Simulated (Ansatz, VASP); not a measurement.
## CuO: VASP beside Ansatz

INCAR

```
  PREC = Accurate
  ENCUT = 520
  EDIFF = 1E-7
  ISMEAR = 0
  SIGMA = 0.1
  LREAL = F
  LASPH = T
  NELM = 80
  ALGO = Normal
  ISIF = 2
  LWAVE = F
  LCHARG = F
  GGA = PS
  NBANDS = 25
```

The input KPOINTS:

```
Automatic mesh
0
Gamma
  4 4 4
```

The input POSCAR:

```
CuO
1.0
    2.8795009639      0.0000000000      0.0000000000
    0.0390727580      2.8792794796      0.0000000000
    0.0174953863      0.0172449008      5.1763391994
Cu O
2 2
Direct
    0.5000000000      0.0000000000      0.5000000000
    0.0000000000      0.5000000000      0.0000000000
    0.0015760300      0.9983282200      0.2501129000
    0.9984239700      0.0016717800      0.7498871000
```

Input for Ansatz:

```yaml
crystal:
  lattice:
    - [2.8795009639, 0.0, 0.0]
    - [0.039072758, 2.8792794796, 0.0]
    - [0.0174953863, 0.0172449008, 5.1763391994]
  atoms:
    - { symbol: Cu, position: [0.5, 0.0, 0.5] }
    - { symbol: Cu, position: [0.0, 0.5, 0.0] }
    - { symbol: O, position: [0.00157603, 0.99832822, 0.2501129] }
    - { symbol: O, position: [0.99842397, 0.00167178, 0.7498871] }
basis:
  ecutwfc: 420
kpoints:
  mp_grid: { grid: [4, 4, 4] }
hamiltonian:
  xc: pbesol
scf:
  occupations: { method: gaussian, width: 0.1 }
output:
  forces: true
  stress: true
  eigenvalues: true
```

Alike in both runs: task single point; functional PBEsol; k mesh 4 × 4 × 4; occupations gaussian, width 0.1 eV; no spin polarisation.

|  | VASP | Ansatz |
| --- | --- | --- |
| version | VASP 6.6.1 | Ansatz 0.2.0 |
| potentials or method | VASP PAW PBE potentials, release 64 (Cu, O), cutoff 520 eV | scalar-relativistic, plane waves, PAW |
| valence electrons in the cell | 34 | 50 |

```csv
,VASP,Ansatz,Ansatz less VASP
gap on the k mesh at the Fermi level (eV),none,none,-
pressure (GPa),-1.4,-2.1,-0.72
"traceless stress, the component that is largest in VASP (GPa)",-2.33,-2.65,-0.315
rms of the force components (eV/Å),0.006,0.006,+0.0002
```

VASP's potentials were made for PBE, not for PBEsol. Atom by atom the forces differ by 0.000 eV/Å (rms over components). A gap of «none» marks a metal or a gap that the smearing closes. VASP's potentials hold 34 valence electrons a cell and Ansatz's 50, so a difference there can come from the potentials and not from the codes.

The k mesh is coarse, so the values compare programs but aren't converged.
